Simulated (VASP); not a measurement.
A run of VASP 6.6.1 is set up as follows.

The input POSCAR:

```
GaN
1.0
    0.0000000000      2.2408584691      2.2408584691
    2.2408584691      0.0000000000      2.2408584691
    2.2408584691      2.2408584691      0.0000000000
Ga N
1 1
Direct
    0.0000000000      0.0000000000      0.0000000000
    0.7500000000      0.7500000000      0.7500000000
```

INCAR.step1

```
SYSTEM = GaN
PREC = Accurate ; ENCUT = 520
ISMEAR = 0 ; SIGMA = 0.02
LREAL = .FALSE. ; LASPH = .TRUE.
NELM = 100 ; NBANDS = 16
GGA = PE ; ALGO = Normal
EDIFF = 1E-4 ; LWAVE = .TRUE.
LCHARG = .FALSE.
```

File INCAR.step2:

```
SYSTEM = GaN
PREC = Accurate ; ENCUT = 520
EDIFF = 1E-6 ; ISMEAR = 0
SIGMA = 0.02 ; LREAL = .FALSE.
LASPH = .TRUE. ; NELM = 100
ALGO = Normal ; ISIF = 2
LWAVE = .FALSE. ; LCHARG = .FALSE.
METAGGA = R2SCAN ; LMIXTAU = .TRUE.
NBANDS = 16 ; ISTART = 1
```

Contents of KPOINTS:

```
Automatic mesh
0
G
  10 10 10
  0 0 0
```

Potentials or basis: VASP PAW PBE potentials, release 64 (Ga_d, N).

The run is started by

```sh
$ cat potpaw_PBE.64/Ga_d/POTCAR potpaw_PBE.64/N/POTCAR > POTCAR
$ cp INCAR.step1 INCAR
$ mpirun -np 1 vasp_std > vasp.out
$ cp INCAR.step2 INCAR
$ mpirun -np 1 vasp_std > vasp.out
```

(1) What does it give for the band gap on the k mesh?

(2) Estimate the pressure.

Answers

(1) 2.23 eV, direct.

(2) 3.3 GPa.

Caveat: the cell differs from its parent crystal (functional r2SCAN, strained); the PAW data sets were made with another functional, which shifts forces and pressure a little.
